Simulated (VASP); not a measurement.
Ga: single point with r2SCAN

Crystal: Ga.

```
Ga
1.0
     1.45000   -4.06500    0.00000
     1.45000    4.06500    0.00000
     0.00000    0.00000    3.17000
Ga
2
Direct
  0.13300 0.86700 0.75000
  0.86700 0.13300 0.25000
```

* Program: VASP 6.6.1
* Task: single point
* Functional: r2SCAN
* Potentials or basis: VASP PAW PBE potentials, release 64 (Ga_d)
* Cutoff: 520 eV
* k mesh: 8 × 8 × 7
* Occupations: gaussian, width 0.05 eV
* Spin: no spin polarisation
* Dipole correction: no
* Further INCAR settings: ALGO = Normal; EDIFF = 1e-06; NBANDS = 20

| Item | Value |
| --- | --- |
| Pressure | -1.5 GPa |
| Largest force | 0.275 eV/Å |
| Band gap on the k mesh | zero (bands 13 and 14 overlap by 8.80 eV) |

Forces on the atoms (eV/Å):
```
Ga   0.000 -0.275  0.000
Ga   0.000  0.275  0.000
```

Stress tensor (GPa, compression positive):
```
-1.79  0.00  0.00
 0.00 -0.35  0.00
 0.00  0.00 -2.33
```

Levels at points of the mesh, in eV from the Fermi level:
```csv
k point,band 11,band 12,band 13,band 14,band 15,band 16
"(0.00, 0.00, 0.00)",-11.93,-2.61,-1.61,2.91,6.89,8.16
"(0.50, 0.00, 0.00)",-7.15,-5.79,-2.06,-0.40,6.74,6.95
"(0.50, 0.50, 0.00)",-9.82,-9.10,5.26,5.99,6.05,7.42
```

It took 4 min on 1 thread of Intel Xeon 8259CL, with other jobs on the host, peak memory 0.2 GiB.

Caveat: the PAW data sets were made with another functional, which shifts forces and pressure a little.
